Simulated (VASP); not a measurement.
# P (Fm-3m) in VASP: further runs

P is run at these levels: PBE; tasks: single point.

Program: VASP 6.6.1. These are calculated values, not measurements. Logs are shortened: lines on timing, memory, paths and dates and some standing lists are left out, and cuts for length are marked.

### Step 1. The cell of the first run

Symmetry: Fm-3m, No. 225, cubic system. The conventional cell has a = 4.027 Å, b = 4.027 Å, c = 4.027 Å, α = 90.00°, β = 90.00°, γ = 90.00°. Within 3.8 Å of P (site symmetry m-3m) lie 12 P at 2.85 Å.

This isn't the form of P at room conditions, which is orthorhombic.

### Step 2. Single point, PBE (N replaced by P, lengths x 1.304, strained)

Contents of INCAR:

```
SYSTEM = P
ALGO = Normal
EDIFF = 1E-6
ENCUT = 500
GGA = PE
GGA_COMPAT = .False.
ISIF = 2
ISMEAR = 0
LASPH = .True.
LCHARG = .False.
LREAL = .False.
LWAVE = .False.
NBANDS = 8
NELM = 120
PREC = Accurate
SIGMA = 0.1
```

Contents of KPOINTS:

```
k-points
0
Gamma
  8 8 8
  0 0 0
```

Contents of POSCAR:

```
P
1.0
    0.0000000000      2.0137495270      2.0137495270
    2.0137495270      0.0000000000      2.0137495270
    2.0137495270      2.0137495270      0.0000000000
P
1
Direct
    0.0000000000      0.0000000000      0.0000000000
```

Potentials or basis: VASP PAW PBE potentials, release 64 (P).

Run with:

```bash
cat potpaw_PBE.64/P/POTCAR > POTCAR
mpirun -np 1 vasp_std > vasp.out
```

OUTCAR:

```text
SYSTEM = P
   EDIFF = 1E-6
   ENCUT = 500
   GGA = PE
   ISIF = 2
   ISMEAR = 0
   LASPH = .True.
   LREAL = .False.
   NELM = 120
   PREC = Accurate

 ion  position               nearest neighbor table
   1  0.000  0.000  0.000-

  LATTYP: Found a face centered cubic cell.
 ALAT       =     4.0274990540

  Lattice vectors:

 A1 = (   0.0000000000,   2.0137495270,   2.0137495270)
 A2 = (   2.0137495270,   0.0000000000,   2.0137495270)
 A3 = (   2.0137495270,   2.0137495270,   0.0000000000)

Analysis of symmetry for initial positions (statically):
=====================================================================
 Subroutine PRICEL returns:
 Original cell was already a primitive cell.

 Routine SETGRP: Setting up the symmetry group for a
 face centered cubic supercell.

 Subroutine GETGRP returns: Found 48 space group operations
 (whereof 48 operations were pure point group operations)
 out of a pool of 48 trial point group operations.

The static configuration has the point symmetry O_h .

Analysis of symmetry for dynamics (positions and initial velocities):
=====================================================================
 Subroutine PRICEL returns:
 Original cell was already a primitive cell.

 Routine SETGRP: Setting up the symmetry group for a
 face centered cubic supercell.

 Subroutine GETGRP returns: Found 48 space group operations
 (whereof 48 operations were pure point group operations)
 out of a pool of 48 trial point group operations.

The dynamic configuration has the point symmetry O_h .

 Subroutine INISYM returns: Found 48 space group operations
 (whereof 48 operations are pure point group operations),
 and found     1 'primitive' translations

----------------------------------------------------------------------------------------

                                     Primitive cell

  volume of cell :      16.3323

  direct lattice vectors                    reciprocal lattice vectors
     0.000000000  2.013749527  2.013749527    -0.248293044  0.248293044  0.248293044
     2.013749527  0.000000000  2.013749527     0.248293044 -0.248293044  0.248293044
     2.013749527  2.013749527  0.000000000     0.248293044  0.248293044 -0.248293044

  length of vectors
     2.847871892  2.847871892  2.847871892     0.430056167  0.430056167  0.430056167

  position of ions in fractional coordinates (direct lattice)
     0.000000000  0.000000000  0.000000000

  ion indices of the primitive-cell ions
   primitive index   ion index
                 1           1

----------------------------------------------------------------------------------------

 KPOINTS: k-points

Automatic generation of k-mesh.
 Grid dimensions read from file:
 generate k-points for:    8    8    8

 Generating k-lattice:

  Cartesian coordinates                     Fractional coordinates (reciprocal lattice)
    -0.031036631  0.031036631  0.031036631     0.125000000  0.000000000  0.000000000
     0.031036631 -0.031036631  0.031036631     0.000000000  0.125000000  0.000000000
     0.031036631  0.031036631 -0.031036631     0.000000000  0.000000000  0.125000000

  Length of vectors
     0.053757021  0.053757021  0.053757021

  Shift w.r.t. Gamma in fractional coordinates (k-lattice)
     0.000000000  0.000000000  0.000000000

 Subroutine IBZKPT returns following result:
 ===========================================

 Found     29 irreducible k-points:

 Following reciprocal coordinates:
            Coordinates               Weight
  0.000000  0.000000  0.000000      1.000000
  0.125000  0.000000  0.000000      8.000000
  0.250000  0.000000  0.000000      8.000000
  0.375000  0.000000  0.000000      8.000000
  0.500000  0.000000  0.000000      4.000000
  0.125000  0.125000  0.000000      6.000000
[... 16 lines left out ...]
  0.500000  0.250000  0.125000     48.000000
 -0.375000  0.250000  0.125000     24.000000
 [... further k-points ...]
   k-points           NKPTS =     29   k-points in BZ     NKDIM =     29   number of bands    NBANDS=      8
   number of dos      NEDOS =    301   number of ions     NIONS =      1
   total plane-waves  NPLWV =  13824
   dimension x,y,z NGX =    24 NGY =   24 NGZ =   24
   dimension x,y,z NGXF=    48 NGYF=   48 NGZF=   48
   ions per type =               1
   NGX,Y,Z   is equivalent  to a cutoff of  14.01, 14.01, 14.01 a.u.
   NGXF,Y,Z  is equivalent  to a cutoff of  28.02, 28.02, 28.02 a.u.
 SYSTEM =  P
   PREC   = accura    normal or accurate (medium, high low for compatibility)
   ISTART =      0    job   : 0-new  1-cont  2-samecut
   ICHARG =      2    charge: 1-file 2-atom 10-const
   ISPIN  =      1    spin polarized calculation?
   LNONCOLLINEAR =      F non collinear calculations
   LSORBIT =      F    spin-orbit coupling
   LASPH  =      T    aspherical Exc in radial PAW
   ENCUT  =  500.0 eV  36.75 Ry    6.06 a.u.   5.19  5.19  5.19*2*pi/ulx,y,z
   NELM   =    120;   NELMIN=  2; NELMDL= -5     # of ELM steps
   EDIFF  = 0.1E-05   stopping-criterion for ELM
   LREAL  =      F    real-space projection
   EDIFFG = 0.1E-04   stopping-criterion for IOM
   NSW    =      0    number of steps for IOM
   IBRION =     -1    ionic relax: 0-MD 1-quasi-New 2-CG
   NFREE  =      0    steps in history (QN), initial steepest desc. (CG)
   ISIF   =      2    stress and relaxation
   ISYM   =      2    0-nonsym 1-usesym 2-fastsym
   POTIM  = 0.5000    time-step for ionic-motion
   TEBEG  =    0.0;   TEEND  =   0.0 temperature during run
   PSTRESS=    0.0 pullay stress
   NELECT =       5.0000    total number of electrons
   NUPDOWN=      -1.0000    fix difference up-down
   EMIN   =  10.00;   EMAX   =-10.00  energy-range for DOS
   EFERMI =   0.00;   METHOD = LEGACY
   ISMEAR =     0;   SIGMA  =   0.10  broadening in eV -4-tet -1-fermi 0-gaus
   EFERMI_NEDOS =   21; number of points for ismear=-14 and -15
   IALGO  =     38    algorithm
   IMIX   =      4    mixing-type and parameters
     AMIX     =   0.40;   BMIX     =  1.00
     AMIX_MAG =   1.60;   BMIX_MAG =  1.00
  volume/ion in A,a.u.               =      16.33       110.22
  Fermi-wavevector in a.u.,A,eV,Ry     =   1.103357  2.085042 16.563687  1.217397
  Thomas-Fermi vector in A             =   2.239814
   LORBIT       =      0    0 simple, 1 ext, 2 COOP (PROOUT), +10 PAW based schemes
   GGA     = PE    functional components
   LHFCALC =     F    Hartree Fock is set to
   AEXX    =    0.0000 exact exchange contribution
   IVDW    =     0    specifies the selected vdW correction
   LEPSILON=     F    determine dielectric tensor
   LRPA    =     F    only Hartree local field effects (RPA)
 non-spin polarized calculation
 Gauss-broadening in eV      SIGMA  =   0.10
  energy-cutoff  :      500.00
  volume of cell :       16.33
 maximum number of plane-waves:       428
 NGX is ok and might be reduce to    24
   NGX = 11   NGY = 11   NGZ = 11

 number of electron       5.0000001 magnetization

 Free energy of the ion-electron system (eV)
  ---------------------------------------------------
  ext. energy  EPLUGINS =         0.00000000
  ---------------------------------------------------
  free energy    TOTEN  =        -4.43687654 eV

  energy without entropy =       -4.42664554  energy(sigma->0) =       -4.43176104

 E-fermi :   7.9660     XC(G=0): -10.9697

 val. band max:        7.9620917359   @ k =  -0.3750   0.3750   0.1250
 cond. band min:       8.3775595368   @ k =   0.5000   0.3750   0.1250
 fundamental gap:      0.4154678010
 Fermi energy:         7.9660348239

 k-point     1 :       0.0000    0.0000    0.0000
  band No.  band energies     occupation
      1      -6.9817      2.00000
      2      13.9967      0.00000
      3      13.9967      0.00000
      4      13.9967      0.00000
      5      19.3991      0.00000
      6      19.3991      0.00000
      7      19.3991      0.00000
      8      24.9489      0.00000

 k-point     2 :       0.1250    0.0000    0.0000
  band No.  band energies     occupation
      1      -6.5849      2.00000
      2      11.5399      0.00000
      3      13.5825      0.00000
      4      13.5825      0.00000
      5      19.1921      0.00000
      6      20.1260      0.00000
      7      20.1260      0.00000
      8      24.0139      0.00000

 k-point     3 :       0.2500    0.0000    0.0000
  band No.  band energies     occupation
      1      -5.4104      2.00000
      2       7.3411      2.00000
      3      12.9033      0.00000
      4      12.9033      0.00000
      5      18.5992      0.00000
      6      20.1567      0.00000
      7      20.1567      0.00000
      8      24.4609      0.00000

 k-point     4 :       0.3750    0.0000    0.0000
  band No.  band energies     occupation
      1      -3.5478      2.00000
      2       3.4221      2.00000
      3      12.4553      0.00000
      4      12.4553      0.00000
      5      18.1937      0.00000
      6      19.0292      0.00000
      7      19.0292      0.00000
      8      24.4692      0.00000

 k-point     5 :       0.5000    0.0000    0.0000
  band No.  band energies     occupation
      1      -1.9212      2.00000
      2       1.0865      2.00000
      3      12.3120      0.00000
      4      12.3120      0.00000
      5      18.0726      0.00000
      6      18.5516      0.00000
      7      18.5516      0.00000
      8      23.8886      0.00000
[... 177 lines left out ...]
 k-point    22 :       0.3750    0.2500    0.1250
  band No.  band energies     occupation
      1      -4.3755      2.00000
      2       7.6512      1.99999
      3       8.6398      0.00000
      4      11.6603      0.00000
      5      17.8935      0.00000
      6      18.3076      0.00000
      7      21.8065      0.00000
      8      24.3600      0.00000

 k-point    23 :       0.5000    0.2500    0.1250
  band No.  band energies     occupation
      1      -2.5432      2.00000
      2       4.3163      2.00000
      3       7.9037      1.62231
      4      10.4020      0.00000
      5      17.5901      0.00000
      6      19.5911      0.00000
      7      21.7212      0.00000
      8      24.8924      0.00000

 k-point    24 :      -0.3750    0.2500    0.1250
  band No.  band energies     occupation
      1      -0.9667      2.00000
      2       2.0846      2.00000
      3       7.8847      1.74979
      4       9.7925      0.00000
      5      17.4988      0.00000
      6      19.3112      0.00000
      7      23.4692      0.00000
      8      24.9052      0.00000

 [... further k-points ...]
[... 5 lines left out ...]
  --------------------------------------------------------------------------------------
  -------------------------------------------------------------------------------------
  Total       -0.6741934     -0.6741934     -0.6741934     -0.0000000      0.0000000     -0.0000000
  in kB      -66.1376436    -66.1376436    -66.1376436     -0.0000000      0.0000000     -0.0000000
  external PRESSURE =     -66.1376436 kB  Pullay stress =       0.0000000 kB

 VOLUME and BASIS-vectors are now :
 -----------------------------------------------------------------------------
  energy-cutoff  :      500.00
  volume of cell :       16.33
      direct lattice vectors                 reciprocal lattice vectors
     0.000000000  2.013749527  2.013749527    -0.248293044  0.248293044  0.248293044
     2.013749527  0.000000000  2.013749527     0.248293044 -0.248293044  0.248293044
     2.013749527  2.013749527  0.000000000     0.248293044  0.248293044 -0.248293044

 POSITION                                       TOTAL-FORCE (eV/Angst)
 -----------------------------------------------------------------------------------
      0.00000      0.00000      0.00000         0.000000      0.000000      0.000000
 -----------------------------------------------------------------------------------
    total drift:                                0.000000     -0.000000      0.000000

  FREE ENERGIE OF THE ION-ELECTRON SYSTEM (eV)
  ---------------------------------------------------
  free  energy   TOTEN  =        -4.4368765383 eV

  energy  without entropy=       -4.4266455409  energy(sigma->0) =       -4.43176104
```

Run time: 7.7 s. Hardware: 1 thread of Intel Xeon 8259CL, shared host; peak memory 0.13 GiB.

What came out:

| Property | Result |
| --- | --- |
| Free energy | -4.4369 eV |
| Pressure | -6.6 GPa |
| Band gap on the k mesh | zero (an odd number of electrons rules out a gap without spin polarisation) |

Caveat: the cell differs from its parent crystal (N replaced by P, lengths x 1.304, strained); the cell stands under tension.

### Step 3. Single point, PBE (N replaced by P, lengths x 1.304, strained)

Contents of INCAR:

```
PREC = Accurate
ENCUT = 500
EDIFF = 1E-6
ISMEAR = 0
SIGMA = 0.1
LREAL = F
LASPH = T
NELM = 120
ALGO = Normal
ISIF = 2
LWAVE = F
LCHARG = F
GGA = PE
NBANDS = 8
GGA_COMPAT = F
```

Contents of KPOINTS:

```
Automatic mesh
0
Gamma
  8 8 8
```

Contents of POSCAR:

```
P
1.0
    0.0000000000      2.0847181377      2.0847181377
    2.0847181377      0.0000000000      2.0847181377
    2.0847181377      2.0847181377      0.0000000000
P
1
Direct
    0.0000000000      0.0000000000      0.0000000000
```

Potentials or basis: VASP PAW PBE potentials, release 64 (P).

Run with:

```bash
cat potpaw_PBE.64/P/POTCAR > POTCAR
mpirun -np 1 vasp_std > vasp.out
```

Wall time 8.1 s (1 thread of Intel Xeon 8259CL, shared host); peak memory 0.12 GiB.

The run converged. Its results:

* Free energy: -4.3315 eV
* Pressure: -12.1 GPa
* Band gap on the k mesh: zero (an odd number of electrons rules out a gap without spin polarisation)

Levels at points of the mesh, in eV from the Fermi level:
```
           k point  band 1  band 2  band 3  band 4  band 5  band 6  band 7
(0.00, 0.00, 0.00)  -14.10    5.15    5.15    5.15   11.15   11.15   11.15
(0.50, 0.00, 0.00)   -9.69   -6.21    3.70    3.70    9.40   10.37   10.37
(0.50, 0.50, 0.00)   -7.81   -5.17    0.65    0.65    5.09    5.20   20.67
```

Caveat: the cell differs from its parent crystal (N replaced by P, lengths x 1.304, strained); the cell stands under tension.
